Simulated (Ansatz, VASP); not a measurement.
Two plane-wave programs on Ru

```xyz
2
Lattice="2.7237 0.0000 0.0000 -1.3619 2.3588 0.0000 0.0000 0.0000 4.3103" Properties=species:S:1:pos:R:3 pbc="T T T"
Ru    1.3619    0.7863    3.2327
Ru    0.0000    1.5725    1.0776
```

Alike in both runs: task single point; functional revPBE; dispersion D3(BJ); k mesh 11 × 11 × 6; occupations fermi-dirac, width 0.05 eV; no spin polarisation.

|  | VASP | Ansatz |
| --- | --- | --- |
| version | VASP 6.6.1 | Ansatz 0.2.0 |
| potentials or method | VASP PAW PBE potentials, release 64 (Ru_pv) | Ansatz PAW |
| plane-wave cutoff (eV) | 520 | 420 |
| valence electrons in the cell | 28 | 32 |

VASP gave:

- gap on the k mesh at the Fermi level (eV): none
- pressure (GPa): -12.7
- traceless stress, the component that is largest in VASP (GPa): -0.25

Problem. What did Ansatz give for the same quantities?

Solution. gap on the k mesh at the Fermi level (eV): none; pressure (GPa): -12.7; traceless stress, the component that is largest in VASP (GPa): -0.26.

VASP's potentials were made for PBE, not for revPBE. A gap of «none» marks a metal or a gap that the smearing closes. VASP's potentials hold 28 valence electrons a cell and Ansatz's 32, so a difference there can come from the potentials and not from the codes.
